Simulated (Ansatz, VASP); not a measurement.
**CdS in VASP and in Ansatz**

```
CELL_PARAMETERS angstrom
0.00000 2.76551 2.76551
2.76551 0.00000 2.76551
2.76551 2.76551 0.00000
ATOMIC_POSITIONS crystal
Cd 0.00000 0.00000 0.00000
S 0.25000 0.25000 0.25000
```

Change from the starting cell: hydrostatic strain -5.9%.

Alike in both runs: task single point; functional r2SCAN; k mesh 8 × 8 × 8; no spin polarisation.

```csv
,VASP,Ansatz
version,VASP 6.6.1,Ansatz 0.2.0
potentials or method,"VASP PAW PBE potentials, release 64 (Cd, S)","plane waves, PAW"
plane-wave cutoff (eV),520,500
occupations,"gaussian, width 0.01 eV",fixed
valence electrons in the cell,18,26
```

```tsv
	VASP	Ansatz	Ansatz less VASP
gap on the k mesh at the Fermi level (eV)	1.94	1.93	-0.011
pressure (GPa)	17.3	16.6	-0.70
```

VASP's potentials were made for PBE, not for r2SCAN. VASP's potentials hold 18 valence electrons a cell and Ansatz's 26, so a difference there can come from the potentials and not from the codes.
